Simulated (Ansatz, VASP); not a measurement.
# Two plane-wave programs on MgZr2CdO6

Contents of INCAR:

```
SYSTEM = MgZr2CdO6
ALGO = Normal
EDIFF = 1E-6
ENCUT = 520
GGA = PE
ISIF = 2
ISMEAR = -1
LASPH = .True.
LCHARG = .False.
LREAL = .False.
LWAVE = .False.
NBANDS = 48
NELM = 80
PREC = Accurate
SIGMA = 0.1
```

The input KPOINTS:

```
k-points
0
Gamma
  4 4 4
  0 0 0
```

POSCAR

```
MgZr2CdO6
1.0
    2.5742170000      4.4586710000      0.0000000000
   -2.5742170000      4.4586710000      0.0000000000
    0.0000000000     -2.9724470000      5.6190570000
Cd Mg Zr O
1 1 2 6
Direct
    0.0000000000      0.0000000000      0.0000000000
    0.5000000000      0.5000000000      0.5000000000
    0.2435000000      0.2435000000      0.7305000000
    0.7565000000      0.7565000000      0.2695000000
    0.7618000000      0.7662000000      0.8367000000
    0.3087000000      0.7618000000      0.8367000000
    0.7662000000      0.3087000000      0.8367000000
    0.2382000000      0.2338000000      0.1633000000
    0.6913000000      0.2382000000      0.1633000000
    0.2338000000      0.6913000000      0.1633000000
```

Input for Ansatz:

```yaml
crystal:
  lattice:
    - [2.574217, 4.458671, 0.0]
    - [-2.574217, 4.458671, 0.0]
    - [0.0, -2.972447, 5.619057]
  atoms:
    - { symbol: Cd, position: [0.0, 0.0, 0.0] }
    - { symbol: Mg, position: [0.5, 0.5, 0.5] }
    - { symbol: Zr, position: [0.2435, 0.2435, 0.7305] }
    - { symbol: Zr, position: [0.7565, 0.7565, 0.2695] }
    - { symbol: O, position: [0.7618, 0.7662, 0.8367] }
    - { symbol: O, position: [0.3087, 0.7618, 0.8367] }
    - { symbol: O, position: [0.7662, 0.3087, 0.8367] }
    - { symbol: O, position: [0.2382, 0.2338, 0.1633] }
    - { symbol: O, position: [0.6913, 0.2382, 0.1633] }
    - { symbol: O, position: [0.2338, 0.6913, 0.1633] }
  symmetry: { tolerance: 0.0003 }
kpoints:
  mp_grid: { grid: [4, 4, 4], shift: [0, 0, 0] }
magnetization:
  spin_polarized: false
scf:
  occupations: { method: fermi_dirac }
  eigensolver: { kind: davidson }
hamiltonian:
  pseudopotentials: { kind: paw }
  xc: pbe
basis:
  ecutwfc: 420
output:
  forces: true
  stress: true
  eigenvalues: true
```

Alike in both runs: task single point; functional PBE; k mesh 4 × 4 × 4; no spin polarisation.

|  | VASP | Ansatz |
| --- | --- | --- |
| version | VASP 6.6.1 | Ansatz 0.2.0 |
| potentials or method | VASP PAW PBE potentials, release 64 (Cd, Mg, Zr_sv, O), cutoff 520 eV | PAW plane waves |
| occupations | fermi-dirac, width 0.1 eV | fermi-dirac |
| valence electrons in the cell | 74 | 90 |

VASP gave:

```
gap on the k mesh at the Fermi level (eV)                     : none
pressure (GPa)                                                : 12.6
traceless stress, the component that is largest in VASP (GPa) : -15.57
rms of the force components (eV/Å)                            : 2.858
```

Problem. What did Ansatz give for the same quantities?

Solution. gap on the k mesh at the Fermi level (eV): none; pressure (GPa): 9.5; traceless stress, the component that is largest in VASP (GPa): -14.42; rms of the force components (eV/Å): 2.586.

Atom by atom the forces differ by 0.320 eV/Å (rms over components). A gap of «none» marks a metal or a gap that the smearing closes. VASP's potentials hold 74 valence electrons a cell and Ansatz's 90, so a difference there can come from the potentials and not from the codes. Ansatz's warnings: structure snapped to symmetry.

The k mesh is coarse, so the values compare programs but aren't converged.
